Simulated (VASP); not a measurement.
# Au (P-1) in VASP: single point with PBEsol

Aim: the single point of Au with PBEsol.

Program: VASP 6.6.1. These are calculated values, not measurements. Logs are shortened: lines on timing, memory, paths and dates and some standing lists are left out, and cuts for length are marked.

## 1. The cell of the first run

The typed cell holds 2 atoms: a = 2.815 Å, b = 2.820 Å, c = 5.191 Å, α = 103.14°, β = 102.66°, γ = 90.26°.

## 2. Single point, PBEsol, non-collinear spin, zero start, spin-orbit coupling

Input file INCAR:

```
PREC = Accurate
ENCUT = 500
EDIFF = 1E-6
ISMEAR = -1
SIGMA = 0.05
LREAL = F
LASPH = T
NELM = 200
ALGO = Normal
ISIF = 2
LWAVE = F
LCHARG = T
MAGMOM = 0 0 0 0 0 0
LORBIT = 11
LSORBIT = T
GGA_COMPAT = F
LORBMOM = T
LMAXMIX = 4
GGA = PS
LVHAR = T
NBANDS = 34
KPAR = 4
```

Input file KPOINTS:

```
Automatic mesh
0
Gamma
  10 10 6
```

Input file POSCAR:

```
Au
1.0
    2.8154890579      0.0000000000      0.0000000000
   -0.0129553469      2.8201795887      0.0000000000
   -1.1378916452     -1.1854109603      4.9240140333
Au
2
Direct
    0.6728620000      0.6659620000      0.2740550000
    0.3271380000      0.3340380000      0.7259450000
```

Potentials or basis: VASP PAW PBE potentials, release 64 (Au).

Command:

```sh
$ cat potpaw_PBE.64/Au/POTCAR > POTCAR
$ mpirun -np 4 vasp_ncl > vasp.out
```

OUTCAR:

```text
PREC = Accurate
   ENCUT = 500
   EDIFF = 1E-6
   ISMEAR = -1
   LREAL = F
   LASPH = T
   NELM = 200
   ISIF = 2
   LORBIT = 11
   LSORBIT = T
   GGA = PS

 ion  position               nearest neighbor table
   1  0.673  0.666  0.274-   2 2.74   2 2.92   2 2.98   2 3.00   2 3.05
   2  0.327  0.334  0.726-   1 2.74   1 2.92   1 2.98   1 3.00   1 3.05

  LATTYP: Found a triclinic cell.
 ALAT       =     2.8154890579
 B/A-ratio  =     1.4186468224
 C/A-ratio  =     2.8424930260
 COS(alpha) =     0.0022337933
 COS(beta)  =     0.5581870929
 COS(gamma) =     0.7081406305

  Lattice vectors:

 A1 = (  -2.8154890579,   0.0000000000,   0.0000000000)
 A2 = (  -2.8284444048,   2.8201795887,   0.0000000000)
 A3 = (  -4.4671757768,  -4.4549482171,  -4.9240140333)

Analysis of symmetry for initial positions (statically):
=====================================================================
 Subroutine PRICEL returns:
 Original cell was already a primitive cell.

 Routine SETGRP: Setting up the symmetry group for a
 triclinic supercell.

 Subroutine GETGRP returns: Found  2 space group operations
 (whereof  2 operations were pure point group operations)
 out of a pool of  2 trial point group operations.

The static configuration has the point symmetry S_2 .

Analysis of symmetry for dynamics (positions and initial velocities):
=====================================================================
 Subroutine PRICEL returns:
 Original cell was already a primitive cell.

 Routine SETGRP: Setting up the symmetry group for a
 triclinic supercell.

 Subroutine GETGRP returns: Found  2 space group operations
 (whereof  2 operations were pure point group operations)
 out of a pool of  2 trial point group operations.

The dynamic configuration has the point symmetry S_2 .

Analysis of structural, dynamic, and magnetic symmetry:
=====================================================================
 Subroutine PRICEL returns:
 Original cell was already a primitive cell.

 Routine SETGRP: Setting up the symmetry group for a
 triclinic supercell.

 Subroutine GETGRP returns: Found  2 space group operations
 (whereof  2 operations were pure point group operations)
 out of a pool of  2 trial point group operations.

The overall configuration has the point symmetry S_2 .

 Subroutine INISYM returns: Found  2 space group operations
 (whereof  2 operations are pure point group operations),
 and found     1 'primitive' translations

----------------------------------------------------------------------------------------

                                     Primitive cell

  volume of cell :      39.0976

  direct lattice vectors                    reciprocal lattice vectors
     2.815489058  0.000000000  0.000000000     0.355178081  0.001631618  0.082470989
    -0.012955347  2.820179589  0.000000000     0.000000000  0.354587348  0.085363633
    -1.137891645 -1.185410960  4.924014033     0.000000000  0.000000000  0.203086342

  length of vectors
     2.815489058  2.820209346  5.190945072     0.364630766  0.364717887  0.203086342

  position of ions in fractional coordinates (direct lattice)
     0.672862000  0.665962000  0.274055000
     0.327138000  0.334038000  0.725945000

  ion indices of the primitive-cell ions
   primitive index   ion index
                 1           1
                 2           2

----------------------------------------------------------------------------------------

 KPOINTS: Automatic mesh

Automatic generation of k-mesh.
 Grid dimensions read from file:
 generate k-points for:   10   10    6

 Generating k-lattice:

[... 96 lines left out ...]
   NGX = 11   NGY = 11   NGZ = 19

 number of electron      22.0000000 magnetization       0.0000004      0.0000001     -0.0000002

 number of electron      22.0000000 magnetization      -0.0000002     -0.0000000     -0.0000000

 number of electron      22.0000000 magnetization      -0.0000001     -0.0000000      0.0000001

 number of electron      22.0000000 magnetization       0.0000000      0.0000000      0.0000000

 Free energy of the ion-electron system (eV)
  ---------------------------------------------------
  ext. energy  EPLUGINS =         0.00000000
  ---------------------------------------------------
  free energy    TOTEN  =        -8.06542223 eV

  energy without entropy =       -8.06157011  energy(sigma->0) =       -8.06349617

 E-fermi :   7.0192     XC(G=0): -12.0136

 val. band max:        6.9843118358   @ k =   0.4000  -0.1000   0.3333
 cond. band min:       7.0393388471   @ k =   0.5000   0.0000   0.5000
 fundamental gap:      0.0550270113
 Fermi energy:         7.0191899950

 k-point     1 :       0.0000    0.0000    0.0000
  band No.  band energies     occupation
      1      -1.5190      1.00000
      2      -1.5190      1.00000
      3       0.8614      1.00000
      4       0.8614      1.00000
      5       1.1210      1.00000
      6       1.1210      1.00000
[... 877 lines left out ...]
     33      19.4680      0.00000
     34      19.4680      0.00000

 [... further k-points ...]

------------------------ aborting loop because EDIFF is reached ----------------------------------------

  FORCE on cell =-STRESS in cart. coord.  units (eV):
  Direction    XX          YY          ZZ          XY          YZ          ZX
  --------------------------------------------------------------------------------------
  -------------------------------------------------------------------------------------
  Total       -2.3649684     -2.4220863     -1.9218356      0.0534874      0.0990308      0.1321194
  in kB      -96.9138921    -99.2545207    -78.7547791      2.1918571      4.0581764      5.4141139
  external PRESSURE =     -91.6410640 kB  Pullay stress =       0.0000000 kB

 VOLUME and BASIS-vectors are now :
 -----------------------------------------------------------------------------
  energy-cutoff  :      500.00
  volume of cell :       39.10
      direct lattice vectors                 reciprocal lattice vectors
     2.815489058  0.000000000  0.000000000     0.355178081  0.001631618  0.082470989
    -0.012955347  2.820179589  0.000000000     0.000000000  0.354587348  0.085363633
    -1.137891645 -1.185410960  4.924014033     0.000000000  0.000000000  0.203086342

 POSITION                                       TOTAL-FORCE (eV/Angst)
 -----------------------------------------------------------------------------------
      1.57396      1.55326      1.34945         0.020473      0.018198      0.146154
      0.09068      0.08150      3.57456        -0.020473     -0.018198     -0.146154
 -----------------------------------------------------------------------------------
    total drift:                                0.000000     -0.000000     -0.000000

  FREE ENERGIE OF THE ION-ELECTRON SYSTEM (eV)
  ---------------------------------------------------
  free  energy   TOTEN  =        -8.0654222254 eV

  energy  without entropy=       -8.0615701123  energy(sigma->0) =       -8.06349617

 orbital moment (x)

 # of ion     p       d       tot
 ----------------------------------------
  1         0.000  -0.000   0.000
  2         0.000  -0.000   0.000
 ----------------------------------------
            0.000  -0.000   0.000

 orbital moment (y)

 # of ion     p       d       tot
 ----------------------------------------
  1        -0.000   0.000   0.000
  2        -0.000   0.000   0.000
 ----------------------------------------
           -0.000   0.000   0.000

 orbital moment (z)

 # of ion     p       d       tot
 ----------------------------------------
  1        -0.000   0.000   0.000
  2        -0.000   0.000   0.000
 ----------------------------------------
           -0.000   0.000   0.000

 Spin-Orbit-Coupling matrix elements

 Ion:    1  E_soc:     -0.5700812
 l=   1
     0.0000000    -0.0237558    -0.0237799
    -0.0237558     0.0000000    -0.0238487
    -0.0237799    -0.0238487     0.0000000
 l=   2
     0.0000000    -0.0120467     0.0000000    -0.0120760    -0.0585183
    -0.0120467     0.0000000    -0.0438233    -0.0128768    -0.0152062
     0.0000000    -0.0438233     0.0000000    -0.0439067     0.0000000
    -0.0120760    -0.0128768    -0.0439067     0.0000000    -0.0152021
    -0.0585183    -0.0152062     0.0000000    -0.0152021     0.0000000
 l=   3
     0.0000000     0.0000000     0.0000000     0.0000000     0.0000000     0.0000000     0.0000000
     0.0000000     0.0000000     0.0000000     0.0000000     0.0000000     0.0000000     0.0000000
     0.0000000     0.0000000     0.0000000     0.0000000     0.0000000     0.0000000     0.0000000
     0.0000000     0.0000000     0.0000000     0.0000000     0.0000000     0.0000000     0.0000000
     0.0000000     0.0000000     0.0000000     0.0000000     0.0000000     0.0000000     0.0000000
     0.0000000     0.0000000     0.0000000     0.0000000     0.0000000     0.0000000     0.0000000
     0.0000000     0.0000000     0.0000000     0.0000000     0.0000000     0.0000000     0.0000000

 Ion:    2  E_soc:     -0.5700812
 l=   1
     0.0000000    -0.0237558    -0.0237799
    -0.0237558     0.0000000    -0.0238487
    -0.0237799    -0.0238487     0.0000000
 l=   2
     0.0000000    -0.0120467     0.0000000    -0.0120760    -0.0585183
    -0.0120467     0.0000000    -0.0438233    -0.0128768    -0.0152062
     0.0000000    -0.0438233     0.0000000    -0.0439067     0.0000000
    -0.0120760    -0.0128768    -0.0439067     0.0000000    -0.0152021
    -0.0585183    -0.0152062     0.0000000    -0.0152021     0.0000000
 l=   3
     0.0000000     0.0000000     0.0000000     0.0000000     0.0000000     0.0000000     0.0000000
     0.0000000     0.0000000     0.0000000     0.0000000     0.0000000     0.0000000     0.0000000
     0.0000000     0.0000000     0.0000000     0.0000000     0.0000000     0.0000000     0.0000000
     0.0000000     0.0000000     0.0000000     0.0000000     0.0000000     0.0000000     0.0000000
     0.0000000     0.0000000     0.0000000     0.0000000     0.0000000     0.0000000     0.0000000
     0.0000000     0.0000000     0.0000000     0.0000000     0.0000000     0.0000000     0.0000000
     0.0000000     0.0000000     0.0000000     0.0000000     0.0000000     0.0000000     0.0000000

 total charge

# of ion       s       p       d       tot
------------------------------------------
    1        0.556   0.305   8.716   9.577
    2        0.556   0.305   8.716   9.577
--------------------------------------------------
tot          1.113   0.609  17.433  19.154

 magnetization (x)

# of ion       s       p       d       tot
------------------------------------------
    1       -0.000  -0.000   0.000  -0.000
    2       -0.000  -0.000   0.000  -0.000
--------------------------------------------------
tot         -0.000  -0.000   0.000  -0.000

 magnetization (y)

# of ion       s       p       d       tot
------------------------------------------
    1        0.000   0.000  -0.000   0.000
    2        0.000   0.000  -0.000   0.000
--------------------------------------------------
tot          0.000   0.000  -0.000   0.000

 magnetization (z)

# of ion       s       p       d       tot
------------------------------------------
    1        0.000   0.000  -0.000   0.000
    2        0.000   0.000  -0.000   0.000
--------------------------------------------------
tot          0.000   0.000  -0.000   0.000
```

Run time: 3.6 min. Hardware: 4 MPI ranks of Intel Xeon Platinum 8259CL at 2.50GHz (Skylake/Cascade Lake), shared host; peak memory 0.61 GiB.

What came out:

| Property | Result |
| --- | --- |
| Free energy | -8.0654 eV |
| Pressure | -9.2 GPa |
| Largest force | 0.149 eV/Å |
| Net moment | 0.00 μB per cell |
| Valence electrons inside the program's atomic spheres | Au 9.58 |

Forces on the atoms (eV/Å):
```
Au   0.020  0.018  0.146
Au  -0.020 -0.018 -0.146
```

Stress tensor (GPa, compression positive):
```
-9.69  0.22  0.54
 0.22 -9.93  0.41
 0.54  0.41 -7.88
```

Moments on the atoms (μB; x, y, z):
```
Au  0.00 0.00 0.00
Au  0.00 0.00 0.00
```

Caveat: the cell stands under tension; the PAW data sets were made with another functional, which shifts forces and pressure a little.
